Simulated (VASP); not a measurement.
# Zr9N8 (a cell with a defect) in VASP: notebook

The runs below take Zr9N8 (a cell with a defect) through single point, with PBE.

All numbers are computed with VASP 6.6.1; they aren't measurements. Logs are shortened: lines on timing, memory, paths and dates and some standing lists are left out, and cuts for length are marked.

### 1 The cell of the first run

The cell holds a defect, 17 atoms: a = 6.498 Å, b = 6.498 Å, c = 6.498 Å, α = 60.00°, β = 60.00°, γ = 60.00°.

### 2 Single point, PBE

Input file INCAR:

```
  ALGO = Normal
  EDIFF = 1E-6
  ENCUT = 520
  GGA = PE
  ISIF = 2
  ISMEAR = 0
  LASPH = T
  LCHARG = F
  LREAL = Auto
  LWAVE = F
  NBANDS = 88
  NELM = 60
  PREC = Accurate
  SIGMA = 0.1
```

Input file KPOINTS:

```
k-points
0
Gamma
  4 4 4
```

Input file POSCAR:

```
Zr9N8
1.0
    0.0000000000      4.5945978683     -4.5945978683
    4.5945978683      4.5945978683      0.0000000000
    4.5945978683      0.0000000000     -4.5945978683
Zr N
9 8
Direct
    0.2525337436      0.7508894356      0.2458820189
    0.2525315671      0.2521428498      0.2453790369
    0.7531377281      0.7523008757      0.2450046843
    0.7260113062      0.2359825672      0.2920790978
    0.2525370083      0.7508890003      0.7461479978
    0.3578486186      0.2146123618      0.7114878372
    0.7219405474      0.8090900676      0.7321760460
    0.7260455856      0.2360296877      0.7413479041
    0.9424097873      0.3689650430      0.8421026412
    0.5113900209      0.4990679415     -0.0075052270
    0.4950942531     -0.0115655388      0.0284566797
    1.0031883382      0.5177021076      0.0142421604
    0.9995028143     -0.0217310639      0.0088298261
    0.5050147078      0.5246736644      0.4828756648
    0.4950468061     -0.0115598800      0.4834523202
    1.0031343617      0.5176535723      0.4604085190
    1.0094057484      0.0035410063      0.4912613823
```

Potentials or basis: VASP PAW PBE potentials, release 64 (Zr_sv, N).

Run with:

```sh
$ cat potpaw_PBE.64/Zr_sv/POTCAR potpaw_PBE.64/N/POTCAR > POTCAR
$ mpirun -np 1 vasp_std > vasp.out
```

OUTCAR:

```text
EDIFF = 1E-6
   ENCUT = 520
   GGA = PE
   ISIF = 2
   ISMEAR = 0
   LASPH = T
   LREAL = Auto
   NELM = 60
   PREC = Accurate

 ion  position               nearest neighbor table
   1  0.253  0.751  0.246-  11 2.21  16 2.22  14 2.25  13 2.26  17 2.29  10 2.32   7 3.21   4 3.22
                             2 3.24   3 3.24   5 3.25   5 3.25   3 3.25   2 3.26   6 3.29   4 3.30
   2  0.253  0.252  0.245-  15 2.21  11 2.21  12 2.21  16 2.21  17 2.26  10 2.32   4 3.19   8 3.19
                             5 3.24   1 3.24   3 3.25   3 3.25   1 3.26   5 3.26   6 3.30   6 3.30
   3  0.753  0.752  0.245-  12 2.14  16 2.14  13 2.17  15 2.18  11 2.18  14 2.19   4 3.22   8 3.22
                             5 3.24   1 3.24   2 3.25   2 3.25   1 3.25   5 3.25   7 3.26   7 3.26
   4  0.726  0.236  0.292-  15 2.22  14 2.23  17 2.23  10 2.38   9 2.42  13 2.49  12 2.57   6 2.57
                             7 2.82   8 2.92   2 3.19   3 3.22   1 3.22   1 3.30   3 3.30   2 3.33
   5  0.253  0.751  0.746-  15 2.21  12 2.22  14 2.25  13 2.26  17 2.29  10 2.32   7 3.21   8 3.22
                             2 3.24   3 3.24   1 3.25   1 3.25   3 3.25   2 3.26   6 3.29   8 3.30
   6  0.358  0.215  0.711-  14 2.17  11 2.17  15 2.17   9 2.21   7 2.51   4 2.57   8 2.57  13 2.76
                            16 2.80  12 2.80   5 3.29   1 3.29   2 3.30   2 3.30   1 3.30   5 3.30
   7  0.722  0.809  0.732-  15 2.22  11 2.22  17 2.23   9 2.37  10 2.41   6 2.51  16 2.59  12 2.59
                             4 2.82   8 2.82   5 3.21   1 3.21   3 3.26   3 3.26   1 3.32   5 3.32
   8  0.726  0.236  0.741-  11 2.22  14 2.23  17 2.23  10 2.38   9 2.42  13 2.49  16 2.57   6 2.57
                             7 2.82   4 2.92   2 3.19   3 3.22   5 3.22   5 3.30   3 3.30   2 3.33
   9  0.942  0.369  0.842-  12 2.06  16 2.06  13 2.11   6 2.21  10 2.29   7 2.37   4 2.42   8 2.42
                             5 3.58   1 3.58   2 3.64   2 3.64   1 3.71   5 3.71   3 3.85   3 3.85
  10  0.511  0.499  0.992-   9 2.29   5 2.32   1 2.32   2 2.32   8 2.38   4 2.38   7 2.41
  11  0.495  0.988  0.028-   6 2.17   3 2.18   1 2.21   2 2.21   7 2.22   8 2.22
  12  0.003  0.518  0.014-   9 2.06   3 2.14   2 2.21   5 2.22   4 2.57   7 2.59   6 2.80
  13  1.000  0.978  0.009-   9 2.11   3 2.17   5 2.26   1 2.26   8 2.49   4 2.49   6 2.76
  14  0.505  0.525  0.483-   6 2.17   3 2.19   4 2.23   8 2.23   1 2.25   5 2.25
  15  0.495  0.988  0.483-   6 2.17   3 2.18   5 2.21   2 2.21   7 2.22   4 2.22
  16  0.003  0.518  0.460-   9 2.06   3 2.14   2 2.21   1 2.22   8 2.57   7 2.59   6 2.80
  17  0.009  0.004  0.491-   7 2.23   8 2.23   4 2.23   2 2.26   5 2.29   1 2.29

  LATTYP: Found a face centered cubic cell.
 ALAT       =     9.1891957366

  Lattice vectors:

 A1 = (   0.0000000000,   4.5945978683,  -4.5945978683)
 A2 = (   4.5945978683,   4.5945978683,   0.0000000000)
 A3 = (   4.5945978683,   0.0000000000,  -4.5945978683)

Analysis of symmetry for initial positions (statically):
=====================================================================
 Subroutine PRICEL returns:
 Original cell was already a primitive cell.

 Routine SETGRP: Setting up the symmetry group for a
 face centered cubic supercell.

 Subroutine GETGRP returns: Found  1 space group operations
 (whereof  1 operations were pure point group operations)
 out of a pool of 48 trial point group operations.

The static configuration has the point symmetry C_1 .

Analysis of symmetry for dynamics (positions and initial velocities):
=====================================================================
 Subroutine PRICEL returns:
 Original cell was already a primitive cell.

 Routine SETGRP: Setting up the symmetry group for a
 face centered cubic supercell.

 Subroutine GETGRP returns: Found  1 space group operations
 (whereof  1 operations were pure point group operations)
 out of a pool of 48 trial point group operations.

The dynamic configuration has the point symmetry C_1 .

 Subroutine INISYM returns: Found  1 space group operations
 (whereof  1 operations are pure point group operations),
 and found     1 'primitive' translations

----------------------------------------------------------------------------------------

                                     Primitive cell

  volume of cell :     193.9870

  direct lattice vectors                    reciprocal lattice vectors
     0.000000000  4.594597868 -4.594597868    -0.108823452  0.108823452 -0.108823452
     4.594597868  4.594597868  0.000000000     0.108823452  0.108823452  0.108823452
     4.594597868  0.000000000 -4.594597868     0.108823452 -0.108823452 -0.108823452

  length of vectors
     6.497742619  6.497742619  6.497742619     0.188487748  0.188487748  0.188487748

  position of ions in fractional coordinates (direct lattice)
     0.252533744  0.750889436  0.245882019
     0.252531567  0.252142850  0.245379037
     0.753137728  0.752300876  0.245004684
     0.726011306  0.235982567  0.292079098
     0.252537008  0.750889000  0.746147998
     0.357848619  0.214612362  0.711487837
[... 9 lines left out ...]
     0.003134362  0.517653572  0.460408519
     0.009405748  0.003541006  0.491261382

  ion indices of the primitive-cell ions
   primitive index   ion index
                 1           1
                 2           2
                 3           3
                 4           4
                 5           5
                 6           6
[... 9 lines left out ...]
                16          16
                17          17

----------------------------------------------------------------------------------------

 KPOINTS: k-points

Automatic generation of k-mesh.
 Grid dimensions read from file:
 generate k-points for:    4    4    4

 Generating k-lattice:

  Cartesian coordinates                     Fractional coordinates (reciprocal lattice)
    -0.027205863  0.027205863 -0.027205863     0.250000000  0.000000000  0.000000000
     0.027205863  0.027205863  0.027205863     0.000000000  0.250000000  0.000000000
     0.027205863 -0.027205863 -0.027205863     0.000000000  0.000000000  0.250000000

  Length of vectors
     0.047121937  0.047121937  0.047121937

  Shift w.r.t. Gamma in fractional coordinates (k-lattice)
     0.000000000  0.000000000  0.000000000

 Subroutine IBZKPT returns following result:
 ===========================================

 Found     36 irreducible k-points:

 Following reciprocal coordinates:
            Coordinates               Weight
  0.000000  0.000000  0.000000      1.000000
  0.250000  0.000000  0.000000      2.000000
  0.000000  0.250000  0.000000      2.000000
  0.000000  0.000000  0.250000      2.000000
  0.250000  0.250000  0.250000      2.000000
  0.500000  0.000000  0.000000      1.000000
[... 16 lines left out ...]
  0.250000  0.500000  0.500000      2.000000
  0.500000  0.000000  0.250000      2.000000
 [... further k-points ...]
   k-points           NKPTS =     36   k-points in BZ     NKDIM =     36   number of bands    NBANDS=     88
   number of dos      NEDOS =    301   number of ions     NIONS =     17
   total plane-waves  NPLWV = 110592
   dimension x,y,z NGX =    48 NGY =   48 NGZ =   48
   dimension x,y,z NGXF=    96 NGYF=   96 NGZF=   96
   ions per type =               9   8
   NGX,Y,Z   is equivalent  to a cutoff of  12.28, 12.28, 12.28 a.u.
   NGXF,Y,Z  is equivalent  to a cutoff of  24.56, 24.56, 24.56 a.u.
 SYSTEM =  unknown system
   PREC   = accura    normal or accurate (medium, high low for compatibility)
   ISTART =      0    job   : 0-new  1-cont  2-samecut
   ICHARG =      2    charge: 1-file 2-atom 10-const
   ISPIN  =      1    spin polarized calculation?
   LNONCOLLINEAR =      F non collinear calculations
   LSORBIT =      F    spin-orbit coupling
   LASPH  =      T    aspherical Exc in radial PAW
   ENCUT  =  520.0 eV  38.22 Ry    6.18 a.u.  12.08 12.08 12.08*2*pi/ulx,y,z
   NELM   =     60;   NELMIN=  2; NELMDL= -5     # of ELM steps
   EDIFF  = 0.1E-05   stopping-criterion for ELM
   LREAL  =      T    real-space projection
   EDIFFG = 0.1E-04   stopping-criterion for IOM
   NSW    =      0    number of steps for IOM
   IBRION =     -1    ionic relax: 0-MD 1-quasi-New 2-CG
   NFREE  =      0    steps in history (QN), initial steepest desc. (CG)
   ISIF   =      2    stress and relaxation
   ISYM   =      2    0-nonsym 1-usesym 2-fastsym
   POTIM  = 0.5000    time-step for ionic-motion
   TEBEG  =    0.0;   TEEND  =   0.0 temperature during run
   PSTRESS=    0.0 pullay stress
   NELECT =     148.0000    total number of electrons
   NUPDOWN=      -1.0000    fix difference up-down
   EMIN   =  10.00;   EMAX   =-10.00  energy-range for DOS
   EFERMI =   0.00;   METHOD = LEGACY
   ISMEAR =     0;   SIGMA  =   0.10  broadening in eV -4-tet -1-fermi 0-gaus
   EFERMI_NEDOS =   21; number of points for ismear=-14 and -15
   IALGO  =     38    algorithm
   IMIX   =      4    mixing-type and parameters
     AMIX     =   0.40;   BMIX     =  1.00
     AMIX_MAG =   1.60;   BMIX_MAG =  1.00
  volume/ion in A,a.u.               =      11.41        77.01
  Fermi-wavevector in a.u.,A,eV,Ry     =   1.495907  2.826854 30.446266  2.237737
  Thomas-Fermi vector in A             =   2.607992
   LORBIT       =      0    0 simple, 1 ext, 2 COOP (PROOUT), +10 PAW based schemes
   GGA     = PE    functional components
   LHFCALC =     F    Hartree Fock is set to
   AEXX    =    0.0000 exact exchange contribution
   IVDW    =     0    specifies the selected vdW correction
   LEPSILON=     F    determine dielectric tensor
   LRPA    =     F    only Hartree local field effects (RPA)
 non-spin polarized calculation
 Gauss-broadening in eV      SIGMA  =   0.10
  energy-cutoff  :      520.00
  volume of cell :      193.99
 maximum number of plane-waves:      5238
   NGX = 25   NGY = 25   NGZ = 25

 number of electron     148.0000000 magnetization

 Free energy of the ion-electron system (eV)
  ---------------------------------------------------
  ext. energy  EPLUGINS =         0.00000000
  ---------------------------------------------------
  free energy    TOTEN  =      -157.60204518 eV

  energy without entropy =     -157.56856005  energy(sigma->0) =     -157.58530261

 E-fermi :  13.0615     XC(G=0): -12.8621

 val. band max:       13.0553598329   @ k =   0.2500  -0.2500   0.5000
 cond. band min:      13.0873234116   @ k =   0.5000   0.5000   0.2500
 fundamental gap:      0.0319635787
 Fermi energy:        13.0615308012

 k-point     1 :       0.0000    0.0000    0.0000
  band No.  band energies     occupation
      1     -36.6453      2.00000
      2     -36.4862      2.00000
      3     -36.4383      2.00000
      4     -36.4203      2.00000
      5     -36.2034      2.00000
      6     -35.9242      2.00000
[... 78 lines left out ...]
     85      15.9476      0.00000
     86      15.9522      0.00000

 k-point     2 :       0.2500    0.0000    0.0000
  band No.  band energies     occupation
      1     -36.5795      2.00000
      2     -36.4798      2.00000
      3     -36.4379      2.00000
      4     -36.4199      2.00000
      5     -36.2071      2.00000
      6     -35.9247      2.00000
[... 1947 lines left out ...]
     85      15.6220      0.00000
     86      15.7264      0.00000

 k-point    24 :       0.5000    0.0000    0.2500
  band No.  band energies     occupation
      1     -36.5002      2.00000
      2     -36.4496      2.00000
      3     -36.4416      2.00000
      4     -36.4216      2.00000
      5     -36.2127      2.00000
      6     -36.1244      2.00000
[... 78 lines left out ...]
     85      15.4913      0.00000
     86      15.5917      0.00000

 [... further k-points ...]

 [bands above 86 left out]

------------------------ aborting loop because EDIFF is reached ----------------------------------------

  FORCE on cell =-STRESS in cart. coord.  units (eV):
  Direction    XX          YY          ZZ          XY          YZ          ZX
  --------------------------------------------------------------------------------------
  -------------------------------------------------------------------------------------
  Total       45.3893376     45.5845606     45.3915746     -0.4064867     -0.4035471      0.9978215
  in kB      374.8796893    376.4920757    374.8981655     -3.3572553     -3.3329771      8.2412088
  external PRESSURE =     375.4233101 kB  Pullay stress =       0.0000000 kB

 VOLUME and BASIS-vectors are now :
 -----------------------------------------------------------------------------
  energy-cutoff  :      520.00
  volume of cell :      193.99
      direct lattice vectors                 reciprocal lattice vectors
     0.000000000  4.594597868 -4.594597868    -0.108823452  0.108823452 -0.108823452
     4.594597868  4.594597868  0.000000000     0.108823452  0.108823452  0.108823452
     4.594597868  0.000000000 -4.594597868     0.108823452 -0.108823452 -0.108823452

 POSITION                                       TOTAL-FORCE (eV/Angst)
 -----------------------------------------------------------------------------------
      4.57976      4.61033     -2.29002         0.005927      0.000232      0.018914
      2.28591      2.31878     -2.28770         0.014183      0.006818      0.013343
      4.58222      6.91688     -4.58606         0.030707      0.002890      0.029596
      2.42623      4.41998     -4.67772         0.057400      0.038110      0.014231
      6.87828      4.61034     -4.58856         0.019986      0.000777      0.004958
      4.25506      2.63023     -4.91317        -0.100736      0.119004     -0.098520
[... 9 lines left out ...]
      4.49380      2.39281     -2.12979         0.049834     -0.024299      0.040098
      2.27342      0.05949     -2.30036         0.000832     -0.027880      0.001054
 -----------------------------------------------------------------------------------
    total drift:                                0.002564     -0.003376     -0.002079

  FREE ENERGIE OF THE ION-ELECTRON SYSTEM (eV)
  ---------------------------------------------------
  free  energy   TOTEN  =      -157.6020451788 eV

  energy  without entropy=     -157.5685600491  energy(sigma->0) =     -157.58530261
```

Run time: 18 min. Hardware: 1 thread of Intel Xeon 6975P-C (Granite Rapids), shared host; peak memory 0.55 GiB.

What came out:

* Free energy: -157.6020 eV
* Pressure: 37.5 GPa
* Largest force: 0.184 eV/Å
* Band gap on the k mesh: zero (bands 74 and 75 overlap by 0.87 eV)

Forces in eV/Å, atoms in the order of the input:
```
Zr   0.006  0.000  0.019
Zr   0.014  0.007  0.013
Zr   0.031  0.003  0.030
Zr   0.057  0.038  0.014
Zr   0.020  0.001  0.005
Zr  -0.101  0.119 -0.099
Zr  -0.044 -0.079 -0.044
Zr   0.015  0.038  0.059
Zr  -0.087 -0.092 -0.086
N   -0.035  0.058 -0.035
N   -0.008  0.010  0.003
N    0.040 -0.025  0.050
N   -0.013 -0.070 -0.013
N    0.051  0.035  0.051
N    0.003  0.010 -0.009
N    0.050 -0.024  0.040
N    0.001 -0.028  0.001
```

### 3 Single point, PBE

Input file INCAR:

```
SYSTEM = Zr9N8
  PREC = Accurate
  ENCUT = 520
  EDIFF = 1E-6
  ISMEAR = 0
  SIGMA = 0.1
  LREAL = Auto
  LASPH = .TRUE.
  NELM = 60
  ALGO = Normal
  ISIF = 2
  LWAVE = .FALSE.
  LCHARG = .TRUE.
  GGA = PE
  LELF = .TRUE.
  LVHAR = .TRUE.
  NBANDS = 88
```

Input file KPOINTS:

```
Automatic mesh
0
G
  4 4 4
  0 0 0
```

Input file POSCAR:

```
Zr9N8
1.0
    0.0000000000      4.5945978683     -4.5945978683
    4.5945978683      4.5945978683      0.0000000000
    4.5945978683      0.0000000000     -4.5945978683
Zr N
9 8
Direct
    0.2514605267      0.7511930530      0.2444738435
    0.2514265738      0.2528663081      0.2444851611
    0.7508662562      0.7519590613      0.2451643283
    0.7282659105      0.2405270345      0.2903548990
    0.2514547591      0.7511161148      0.7460963066
    0.3684379022      0.2126562602      0.7059124853
    0.7282827781      0.7972317937      0.7337559448
    0.7282789693      0.2406423874      0.7339737006
    0.9569000653      0.3501468564      0.8431980580
    0.5171809521      0.4964657551     -0.0102203721
    0.4999075144     -0.0118558798      0.0237787948
    0.9977933067      0.5196711591      0.0131763436
    0.9978247567     -0.0304539165      0.0128989526
    0.5000926231      0.5304258544      0.4813369012
    0.4998563674     -0.0120097561      0.4813468041
    0.9977995096      0.5197365620      0.4627034968
    1.0102600125     -0.0011159845      0.4920779935
```

Potentials or basis: VASP PAW PBE potentials, release 64 (Zr_sv, N).

Run with:

```sh
$ cat potpaw_PBE.64/Zr_sv/POTCAR potpaw_PBE.64/N/POTCAR > POTCAR
$ mpirun -np 1 vasp_std > vasp.out
```

Wall time 17 min (1 thread of Intel Xeon 6975P-C (Granite Rapids), shared host); peak memory 0.55 GiB.

It converged, with:

```yaml
Free_energy: -157.6279 eV
Pressure: 37.8 GPa
Largest_force: 0.106 eV/Å
Band_gap_on_the_k_mesh: zero (bands 74 and 75 overlap by 0.70 eV)
```

Forces in eV/Å, atoms in the order of the input:
```
Zr  -0.006  0.006 -0.007
Zr  -0.009  0.003 -0.008
Zr   0.005  0.000  0.001
Zr   0.010 -0.008 -0.015
Zr  -0.004  0.005 -0.006
Zr  -0.056  0.063 -0.064
Zr   0.009  0.007  0.006
Zr  -0.011 -0.008  0.007
Zr   0.043 -0.048  0.048
N    0.009 -0.006  0.010
N    0.007 -0.010 -0.010
N   -0.004 -0.001  0.008
N    0.002  0.000  0.003
N    0.009  0.008  0.012
N   -0.006 -0.007  0.010
N    0.002 -0.004  0.001
N    0.001 -0.001  0.004
```

Stress tensor (GPa, compression positive):
```
37.81 -1.02  1.02
-1.02 37.77 -1.00
 1.02 -1.00 37.78
```

Levels at points of the mesh, in eV from the Fermi level:
```
           k point  band 71  band 72  band 73  band 74  band 75  band 76  band 77  band 78
(0.00, 0.00, 0.00)    -2.63    -0.66    -0.66     0.02     0.02     0.03     0.58     1.28
(0.50, 0.00, 0.00)    -1.87    -0.76    -0.76    -0.42    -0.40    -0.40     0.27     1.74
(0.00, 0.50, 0.00)    -1.52    -1.25    -0.63    -0.35    -0.22     0.27     0.27     0.57
(0.00, 0.00, 0.50)    -1.52    -1.24    -0.63    -0.35    -0.22     0.27     0.27     0.57
(0.50, 0.50, 0.50)    -1.52    -1.24    -0.63    -0.35    -0.22     0.27     0.28     0.57
(0.50, 0.50, 0.00)    -1.54    -1.40    -0.03     0.30     0.66     0.83     0.91     1.19
(0.00, 0.50, 0.50)    -1.54    -1.39    -0.03     0.30     0.65     0.83     0.91     1.19
(0.50, 0.00, 0.50)    -1.54    -1.39    -0.03     0.30     0.66     0.83     0.90     1.19
```

The gap in the log of VASP goes by the Fermi energy; the results here count the filled bands.